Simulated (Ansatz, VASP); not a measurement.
Ni: VASP beside Ansatz

```
Ni
1.0
     0.00000    2.63977    2.63977
     2.63977    0.00000    2.63977
     2.63977    2.63977    0.00000
Ni
2
Direct
  0.12500 0.12500 0.12500
  0.87500 0.87500 0.87500
```

Alike in both runs: task single point; functional revPBE; k mesh 12 × 12 × 12; occupations fermi-dirac, width 0.05 eV; collinear spin.

|  | VASP | Ansatz |
| --- | --- | --- |
| version | VASP 6.6.1 | Ansatz 0.2.0 |
| potentials or method | VASP PAW PBE potentials, release 64 (Ni), cutoff 520 eV | plane waves (420 eV) with PAW, scalar-relativistic |
| valence electrons in the cell | 20 | 36 |

|  | VASP | Ansatz | Ansatz less VASP |
| --- | --- | --- | --- |
| pressure (GPa) | -5.1 | -5.2 | -0.16 |
| net moment per atom (μB) | 0.80 | 0.81 | +0.014 |
| size of the moment on the site where the two differ most (μB) | 0.81 | 0.86 | +0.047 |

VASP's potentials were made for PBE, not for revPBE. Site moments also hang on the region over which each program counts them. The functional is the same, so the differences come from potentials, cutoffs and numerics. VASP's potentials hold 20 valence electrons a cell and Ansatz's 36, so a difference there can come from the potentials and not from the codes.
